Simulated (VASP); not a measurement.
The system is C.

```xyz
4
Lattice="2.5032 0.0000 0.0000 -1.2516 2.1678 0.0000 0.0000 0.0000 4.1689" Properties=species:S:1:pos:R:3 pbc="T T T"
C     0.0000    1.4452    0.0010
C     1.2516    0.7226    2.0854
C     0.0000    1.4452    1.5624
C     1.2516    0.7226    3.6468
```

Base run:

| Item | Value |
| --- | --- |
| Program | VASP 6.6.1 |
| Functional | r2SCAN |
| Potentials or basis | VASP PAW PBE potentials, release 64 (C) |
| Cutoff | 520 eV |
| k mesh | 12 × 12 × 6 |
| Occupations | gaussian, width 0.01 eV |
| Spin | no spin polarisation |

Its results: band gap on the k mesh 3.56 eV, indirect (least direct gap 5.19 eV); pressure 1.0 GPa; largest force 0.010 eV/Å.

**Question.** The run is repeated on the same cell with these changes: functional from r2SCAN to PBE. What comes out?

**Answer.** Band gap on the k mesh 3.31 eV, indirect (least direct gap 4.99 eV); pressure 4.8 GPa; largest force 0.016 eV/Å.

r2SCAN gives the wider gap, since meta-GGAs in the generalised Kohn-Sham scheme recover part of the derivative discontinuity.

Caveats: the PAW data sets were made with another functional, which shifts forces and pressure a little (some runs).

A k mesh can miss the band edges.
